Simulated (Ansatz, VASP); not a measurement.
One calculation of CoO, two programs

File INCAR:

```
  ALGO = Normal
  EDIFF = 1E-7
  ENCUT = 520
  GGA = PS
  ISIF = 2
  ISMEAR = 0
  ISPIN = 2
  LASPH = T
  LCHARG = T
  LELF = T
  LMAXMIX = 4
  LORBIT = 11
  LREAL = F
  LVHAR = T
  LWAVE = F
  MAGMOM = 3 3 0 0
  NBANDS = 27
  NELM = 150
  PREC = Accurate
  SIGMA = 0.1
```

Contents of KPOINTS:

```
k-points
0
Gamma
  18 18 10
```

File POSCAR:

```
CoO
1.0
    2.7114153222      0.0000000000      0.0000000000
   -1.3557076611      2.3481545493      0.0000000000
    0.0000000000      0.0000000000      4.8834076973
Co O
2 2
Direct
    0.0000000000      0.0000000000      0.0000000000
    0.0000000000      0.0000000000      0.5000000000
    0.3333333333      0.6666666667      0.2500000000
    0.6666666667      0.3333333333      0.7500000000
```

Input for Ansatz:

```yaml
crystal:
  lattice:
    - [2.7114153222, 0.0, 0.0]
    - [-1.3557076611, 2.3481545493, 0.0]
    - [0.0, 0.0, 4.8834076973]
  atoms:
    - { symbol: Co, position: [0.0, 0.0, 0.0], spin: 3.0 }
    - { symbol: Co, position: [0.0, 0.0, 0.5], spin: 3.0 }
    - { symbol: O, position: [0.3333333333, 0.6666666667, 0.25] }
    - { symbol: O, position: [0.6666666667, 0.3333333333, 0.75] }
basis:
  ecutwfc: 420
kpoints:
  mp_grid: { grid: [18, 18, 10] }
hamiltonian:
  xc: pbesol
scf:
  occupations: { method: gaussian, width: 0.1 }
  lower_state_search: "off"
output:
  forces: true
  stress: true
  eigenvalues: true
  populations: true
magnetization:
  spin_polarized: true
```

Alike in both runs: task single point; functional PBEsol; k mesh 18 × 18 × 10; occupations gaussian, width 0.1 eV; collinear spin.

|  | VASP | Ansatz |
| --- | --- | --- |
| version | VASP 6.6.1 | Ansatz 0.2.0 |
| potentials or method | VASP PAW PBE potentials, release 64 (Co, O), cutoff 520 eV | scalar-relativistic, plane waves, PAW |
| valence electrons in the cell | 30 | 46 |

|  | VASP | Ansatz | Ansatz less VASP |
| --- | --- | --- | --- |
| gap on the k mesh at the Fermi level (eV) | none | none | - |
| net moment per atom (μB) | 0.88 | 0.90 | +0.020 |
| size of the moment on the site where the two differ most (μB) | 1.59 | 1.56 | -0.029 |

VASP's potentials were made for PBE, not for PBEsol. Site moments also hang on the region over which each program counts them. A gap of «none» marks a metal or a gap that the smearing closes. VASP's potentials hold 30 valence electrons a cell and Ansatz's 46, so a difference there can come from the potentials and not from the codes.
